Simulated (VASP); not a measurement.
# KCd2P2 (Fmmm) in VASP: a series of runs

The runs below take KCd2P2 through single point, with PBE.

Everything below comes from runs of VASP 6.6.1. Logs are shortened: lines on timing, memory, paths and dates and some standing lists are left out, and cuts for length are marked.

## Step 1: The cell of the first run

Symmetry: Fmmm, No. 69, orthorhombic system. Conventional cell: a = 6.167 Å, b = 7.142 Å, c = 11.044 Å, α = 90.00°, β = 90.00°, γ = 90.00°. Within 4.5 Å of K (site symmetry mmm) lie 10 Cd at 3.40 to 4.10 Å and 8 P at 3.63 Å. Within 3.6 Å of Cd (site symmetry mm2) lie 4 P at 2.71 Å and 1 Cd at 2.85 Å and 2 K at 3.40 Å. Within 3.7 Å of P (site symmetry 222) lie 4 Cd at 2.71 Å and 4 P at 3.08 to 3.57 Å and 4 K at 3.63 Å.

The cell was generated, and may not be a known phase.

## Step 2: Single point, PBE

Input file INCAR:

```
SYSTEM = KCd2P2
PREC = Accurate ; ENCUT = 500
EDIFF = 1E-6 ; ISMEAR = 0
SIGMA = 0.1 ; LREAL = .FALSE.
LASPH = .TRUE. ; NELM = 120
ALGO = Normal ; ISIF = 2
LWAVE = .FALSE. ; LCHARG = .TRUE.
GGA = PE ; LELF = .TRUE.
LVHAR = .TRUE. ; NBANDS = 30
GGA_COMPAT = .FALSE.
```

Input file KPOINTS:

```
Automatic mesh
0
G
  4 4 4
  0 0 0
```

Input file POSCAR:

```
KCd2P2
1.0
    0.0000000000      3.5708008511      5.5217908956
    3.0833174309      0.0000000000      5.5217908956
    3.0833174309      3.5708008511      0.0000000000
K Cd P
1 2 2
Direct
    0.0000000000      0.0000000000      0.0000000000
    0.3710927739      0.3710927739      0.6289072261
    0.6289072261      0.6289072261      0.3710927739
    0.7500000000      0.7500000000      0.7500000000
    0.2500000000      0.2500000000      0.2500000000
```

Potentials or basis: VASP PAW PBE potentials, release 64 (K_sv, Cd, P).

On the command line:

```sh
> cat potpaw_PBE.64/K_sv/POTCAR potpaw_PBE.64/Cd/POTCAR potpaw_PBE.64/P/POTCAR > POTCAR
> mpirun -np 1 vasp_std > vasp.out
```

OUTCAR:

```text
SYSTEM = KCd2P2
   PREC = Accurate
   ENCUT = 500
   EDIFF = 1E-6
   ISMEAR = 0
   LREAL = .FALSE.
   LASPH = .TRUE.
   NELM = 120
   ISIF = 2
   GGA = PE

 ion  position               nearest neighbor table
   1  0.000  0.000  0.000-   3 3.40   3 3.40   2 3.40   2 3.40
   2  0.371  0.371  0.629-   5 2.71   5 2.71   4 2.71   4 2.71   3 2.85   1 3.40   1 3.40
   3  0.629  0.629  0.371-   5 2.71   5 2.71   4 2.71   4 2.71   2 2.85   1 3.40   1 3.40
   4  0.750  0.750  0.750-   2 2.71   2 2.71   3 2.71   3 2.71
   5  0.250  0.250  0.250-   2 2.71   2 2.71   3 2.71   3 2.71

  LATTYP: Found a face centered orthorhombic cell.
 ALAT       =     6.1666348618
 B/A-ratio  =     1.1581035463
 C/A-ratio  =     1.7908603377

  Lattice vectors:

 A1 = (   0.0000000000,   3.5708008511,   5.5217908956)
 A2 = (   3.0833174309,   0.0000000000,   5.5217908956)
 A3 = (   3.0833174309,   3.5708008511,   0.0000000000)

Analysis of symmetry for initial positions (statically):
=====================================================================
 Subroutine PRICEL returns:
 Original cell was already a primitive cell.

 Routine SETGRP: Setting up the symmetry group for a
 face centered orthorhombic supercell.

 Subroutine GETGRP returns: Found  8 space group operations
 (whereof  8 operations were pure point group operations)
 out of a pool of  8 trial point group operations.

The static configuration has the point symmetry D_2h.

Analysis of symmetry for dynamics (positions and initial velocities):
=====================================================================
 Subroutine PRICEL returns:
 Original cell was already a primitive cell.

 Routine SETGRP: Setting up the symmetry group for a
 face centered orthorhombic supercell.

 Subroutine GETGRP returns: Found  8 space group operations
 (whereof  8 operations were pure point group operations)
 out of a pool of  8 trial point group operations.

The dynamic configuration has the point symmetry D_2h.

 Subroutine INISYM returns: Found  8 space group operations
 (whereof  8 operations are pure point group operations),
 and found     1 'primitive' translations

----------------------------------------------------------------------------------------

                                     Primitive cell

  volume of cell :     121.5889

  direct lattice vectors                    reciprocal lattice vectors
     0.000000000  3.570800851  5.521790896    -0.162162999  0.140024611  0.090550332
     3.083317431  0.000000000  5.521790896     0.162162999 -0.140024611  0.090550332
     3.083317431  3.570800851  0.000000000     0.162162999  0.140024611 -0.090550332

  length of vectors
     6.575773218  6.324319811  4.717781798     0.232600715  0.232600715  0.232600715

  position of ions in fractional coordinates (direct lattice)
     0.000000000  0.000000000  0.000000000
     0.371092774  0.371092774  0.628907226
     0.628907226  0.628907226  0.371092774
     0.750000000  0.750000000  0.750000000
     0.250000000  0.250000000  0.250000000

  ion indices of the primitive-cell ions
   primitive index   ion index
                 1           1
                 2           2
                 3           3
                 4           4
                 5           5

----------------------------------------------------------------------------------------

 KPOINTS: Automatic mesh

Automatic generation of k-mesh.
 Grid dimensions read from file:
 generate k-points for:    4    4    4

 Generating k-lattice:

  Cartesian coordinates                     Fractional coordinates (reciprocal lattice)
    -0.040540750  0.035006153  0.022637583     0.250000000  0.000000000  0.000000000
     0.040540750 -0.035006153  0.022637583     0.000000000  0.250000000 -0.000000000
     0.040540750  0.035006153 -0.022637583     0.000000000 -0.000000000  0.250000000

  Length of vectors
     0.058150179  0.058150179  0.058150179

  Shift w.r.t. Gamma in fractional coordinates (k-lattice)
     0.000000000  0.000000000  0.000000000

 Subroutine IBZKPT returns following result:
 ===========================================

 Found     18 irreducible k-points:

 Following reciprocal coordinates:
            Coordinates               Weight
  0.000000  0.000000  0.000000      1.000000
  0.250000  0.000000  0.000000      8.000000
  0.500000  0.000000  0.000000      4.000000
  0.250000  0.250000  0.000000      2.000000
  0.500000  0.250000  0.000000      8.000000
 -0.250000  0.250000  0.000000      4.000000
[... 10 lines left out ...]
 -0.250000  0.250000  0.500000      2.000000
  0.000000  0.500000  0.500000      1.000000
   k-points           NKPTS =     18   k-points in BZ     NKDIM =     18   number of bands    NBANDS=     30
   number of dos      NEDOS =    301   number of ions     NIONS =      5
   total plane-waves  NPLWV =  82944
   dimension x,y,z NGX =    48 NGY =   48 NGZ =   36
   dimension x,y,z NGXF=    96 NGYF=   96 NGZF=   72
   ions per type =               1   2   2
   NGX,Y,Z   is equivalent  to a cutoff of  12.14, 12.62, 12.69 a.u.
   NGXF,Y,Z  is equivalent  to a cutoff of  24.27, 25.24, 25.37 a.u.
 SYSTEM =  KCd2P2
   PREC   = accura    normal or accurate (medium, high low for compatibility)
   ISTART =      0    job   : 0-new  1-cont  2-samecut
   ICHARG =      2    charge: 1-file 2-atom 10-const
   ISPIN  =      1    spin polarized calculation?
   LNONCOLLINEAR =      F non collinear calculations
   LSORBIT =      F    spin-orbit coupling
   LASPH  =      T    aspherical Exc in radial PAW
   ENCUT  =  500.0 eV  36.75 Ry    6.06 a.u.  11.99 11.53  8.60*2*pi/ulx,y,z
   NELM   =    120;   NELMIN=  2; NELMDL= -5     # of ELM steps
   EDIFF  = 0.1E-05   stopping-criterion for ELM
   LREAL  =      F    real-space projection
   EDIFFG = 0.1E-04   stopping-criterion for IOM
   NSW    =      0    number of steps for IOM
   IBRION =     -1    ionic relax: 0-MD 1-quasi-New 2-CG
   NFREE  =      0    steps in history (QN), initial steepest desc. (CG)
   ISIF   =      2    stress and relaxation
   ISYM   =      2    0-nonsym 1-usesym 2-fastsym
   POTIM  = 0.5000    time-step for ionic-motion
   TEBEG  =    0.0;   TEEND  =   0.0 temperature during run
   PSTRESS=    0.0 pullay stress
   NELECT =      43.0000    total number of electrons
   NUPDOWN=      -1.0000    fix difference up-down
   EMIN   =  10.00;   EMAX   =-10.00  energy-range for DOS
   EFERMI =   0.00;   METHOD = LEGACY
   ISMEAR =     0;   SIGMA  =   0.10  broadening in eV -4-tet -1-fermi 0-gaus
   EFERMI_NEDOS =   21; number of points for ismear=-14 and -15
   IALGO  =     38    algorithm
   IMIX   =      4    mixing-type and parameters
     AMIX     =   0.40;   BMIX     =  1.00
     AMIX_MAG =   1.60;   BMIX_MAG =  1.00
  volume/ion in A,a.u.               =      24.32       164.10
  Fermi-wavevector in a.u.,A,eV,Ry     =   1.157710  2.187754 18.235779  1.340292
  Thomas-Fermi vector in A             =   2.294319
   LORBIT       =      0    0 simple, 1 ext, 2 COOP (PROOUT), +10 PAW based schemes
   GGA     = PE    functional components
   LHFCALC =     F    Hartree Fock is set to
   AEXX    =    0.0000 exact exchange contribution
   IVDW    =     0    specifies the selected vdW correction
   LEPSILON=     F    determine dielectric tensor
   LRPA    =     F    only Hartree local field effects (RPA)
 non-spin polarized calculation
 Gauss-broadening in eV      SIGMA  =   0.10
  energy-cutoff  :      500.00
  volume of cell :      121.59
 maximum number of plane-waves:      3106
   NGX = 23   NGY = 23   NGZ = 17

 number of electron      42.9999999 magnetization

 Free energy of the ion-electron system (eV)
  ---------------------------------------------------
  ext. energy  EPLUGINS =         0.00000000
  ---------------------------------------------------
  free energy    TOTEN  =       -13.30301562 eV

  energy without entropy =      -13.30055020  energy(sigma->0) =      -13.30178291

 E-fermi :   2.6188     XC(G=0):  -9.4547

 val. band max:        2.5633315090   @ k =   0.0000   0.0000   0.0000
 cond. band min:       2.7315069680   @ k =   0.2500   0.2500   0.0000
 fundamental gap:      0.1681754590
 Fermi energy:         2.6187751508

 k-point     1 :       0.0000    0.0000    0.0000
  band No.  band energies     occupation
      1     -27.6435      2.00000
      2     -11.1962      2.00000
      3     -11.1805      2.00000
      4     -11.1335      2.00000
      5      -8.7518      2.00000
      6      -7.0154      2.00000
[... 22 lines left out ...]
     29       8.5981      0.00000
     30       9.5433      0.00000

 k-point     2 :       0.2500    0.0000    0.0000
  band No.  band energies     occupation
      1     -27.6427      2.00000
      2     -11.2176      2.00000
      3     -11.1807      2.00000
      4     -11.1457      2.00000
      5      -8.4476      2.00000
      6      -7.2240      2.00000
[... 22 lines left out ...]
     29       8.8122      0.00000
     30       9.3256      0.00000

 k-point     3 :       0.5000    0.0000    0.0000
  band No.  band energies     occupation
      1     -27.6419      2.00000
      2     -11.2420      2.00000
      3     -11.1791      2.00000
      4     -11.1516      2.00000
      5      -7.8150      2.00000
      6      -7.7702      2.00000
[... 22 lines left out ...]
     29       9.0795      0.00000
     30       9.3972      0.00000

 k-point     4 :       0.2500    0.2500    0.0000
  band No.  band energies     occupation
      1     -27.6435      2.00000
      2     -11.2087      2.00000
      3     -11.1964      2.00000
      4     -11.1339      2.00000
      5      -8.6625      2.00000
      6      -7.0435      2.00000
[... 418 lines left out ...]
     29       9.8647      0.00000
     30      10.1316      0.00000

 k-point    17 :      -0.2500    0.2500    0.5000
  band No.  band energies     occupation
      1     -27.6405      2.00000
      2     -11.2357      2.00000
      3     -11.1905      2.00000
      4     -11.1700      2.00000
      5      -7.9958      2.00000
      6      -7.2206      2.00000
[... 22 lines left out ...]
     29       9.2216      0.00000
     30       9.8912      0.00000

 k-point    18 :       0.0000    0.5000    0.5000
  band No.  band energies     occupation
      1     -27.6405      2.00000
      2     -11.2387      2.00000
      3     -11.1844      2.00000
      4     -11.1715      2.00000
      5      -7.9985      2.00000
      6      -7.2421      2.00000
[... 22 lines left out ...]
     29       9.6312      0.00000
     30       9.8323      0.00000

------------------------ aborting loop because EDIFF is reached ----------------------------------------

  FORCE on cell =-STRESS in cart. coord.  units (eV):
  Direction    XX          YY          ZZ          XY          YZ          ZX
  --------------------------------------------------------------------------------------
  -------------------------------------------------------------------------------------
  Total        0.3015998      0.2147705      0.3321421     -0.0000000      0.0000000      0.0000000
  in kB        3.9741821      2.8300318      4.3766384     -0.0000000      0.0000000      0.0000000
  external PRESSURE =       3.7269508 kB  Pullay stress =       0.0000000 kB

 VOLUME and BASIS-vectors are now :
 -----------------------------------------------------------------------------
  energy-cutoff  :      500.00
  volume of cell :      121.59
      direct lattice vectors                 reciprocal lattice vectors
     0.000000000  3.570800851  5.521790896    -0.162162999  0.140024611  0.090550332
     3.083317431  0.000000000  5.521790896     0.162162999 -0.140024611  0.090550332
     3.083317431  3.570800851  0.000000000     0.162162999  0.140024611 -0.090550332

 POSITION                                       TOTAL-FORCE (eV/Angst)
 -----------------------------------------------------------------------------------
      0.00000      0.00000      0.00000        -0.000000     -0.000000     -0.000000
      3.08332      3.57080      4.09819        -0.000000     -0.000000      0.050128
      3.08332      3.57080      6.94539        -0.000000     -0.000000     -0.050128
      4.62498      5.35620      8.28269         0.000000      0.000000     -0.000000
      1.54166      1.78540      2.76090        -0.000000     -0.000000     -0.000000
 -----------------------------------------------------------------------------------
    total drift:                               -0.000000     -0.000000      0.000000

  FREE ENERGIE OF THE ION-ELECTRON SYSTEM (eV)
  ---------------------------------------------------
  free  energy   TOTEN  =       -13.3030156223 eV

  energy  without entropy=      -13.3005502028  energy(sigma->0) =      -13.30178291
```

It took 53 s on 1 thread of Oxide Virtual Turin-like, shared host; peak memory 0.26 GiB.

Results:

| Quantity | Value |
| --- | --- |
| Free energy | -13.3030 eV |
| Pressure | 0.4 GPa |
| Largest force | 0.050 eV/Å |
| Band gap on the k mesh | zero (an odd number of electrons rules out a gap without spin polarisation) |

Forces in eV/Å, atoms in the order of the input:
```
K    0.000  0.000  0.000
Cd   0.000  0.000  0.050
Cd   0.000  0.000 -0.050
P    0.000  0.000  0.000
P    0.000  0.000  0.000
```

Stress tensor (GPa, compression positive):
```
0.40 0.00 0.00
0.00 0.28 0.00
0.00 0.00 0.44
```

Caveat: the k points lie up to 0.37 Å⁻¹ apart, too coarse for converged energies and pressures of a metal.

## Step 3: Single point, PBE

This run uses another cell than the first one, of 24.80 Å³/atom.

Input file INCAR:

```
SYSTEM = KCd2P2
  PREC = Accurate
  ENCUT = 500
  EDIFF = 1E-6
  ISMEAR = 0
  SIGMA = 0.1
  LREAL = .False.
  LASPH = .True.
  NELM = 120
  ALGO = Normal
  ISIF = 2
  LWAVE = .False.
  LCHARG = .False.
  GGA = PE
  NBANDS = 30
  GGA_COMPAT = .False.
```

Input file KPOINTS:

```
Automatic mesh
0
Gamma
  10 10 10
  0 0 0
```

Input file POSCAR:

```
KCd2P2
1.0
    0.0000000000      3.6476740588      5.2110264052
    3.2623696642      0.0000000000      5.2110264052
    3.2623696642      3.6476740588      0.0000000000
K Cd P
1 2 2
Direct
    0.0000000000      0.0000000000      0.0000000000
    0.3589534306      0.3589534306      0.6410465694
    0.6410465694      0.6410465694      0.3589534306
    0.7500000000      0.7500000000      0.7500000000
    0.2500000000      0.2500000000      0.2500000000
```

Potentials or basis: VASP PAW PBE potentials, release 64 (K_sv, Cd, P).

On the command line:

```sh
> cat potpaw_PBE.64/K_sv/POTCAR potpaw_PBE.64/Cd/POTCAR potpaw_PBE.64/P/POTCAR > POTCAR
> mpirun -np 1 vasp_std > vasp.out
```

Run time: 6.5 min. Hardware: 1 thread of Oxide Virtual Turin-like, shared host; peak memory 0.64 GiB.

It converged, with:

```
Free energy            : -13.2665 eV
Pressure               : 0.2 GPa
Largest force          : 0.022 eV/Å
Band gap on the k mesh : zero (an odd number of electrons rules out a gap without spin polarisation)
```

Forces on the atoms (eV/Å):
```
K    0.000  0.000  0.000
Cd   0.000  0.000  0.022
Cd   0.000  0.000 -0.022
P    0.000  0.000  0.000
P    0.000  0.000  0.000
```

Levels at points of the mesh, in eV from the Fermi level:
```
           k point  band 18  band 19  band 20  band 21  band 22  band 23  band 24  band 25
(0.00, 0.00, 0.00)    -2.84    -2.58    -1.86    -0.57    -0.27     0.97     1.16     3.16
(0.50, 0.00, 0.00)    -2.97    -1.84    -1.61    -1.55    -1.30     0.67     3.40     3.72
(0.50, 0.50, 0.00)    -3.29    -2.74    -0.36     0.28     0.61     1.22     2.32     2.50
(0.50, 0.00, 0.50)    -4.73    -1.86    -1.78    -0.83     1.25     2.13     2.99     3.31
(0.00, 0.50, 0.50)    -5.05    -2.33    -1.37    -1.19     1.22     2.17     3.49     3.69
```

The gap in the log of VASP goes by the Fermi energy; the results here count the filled bands.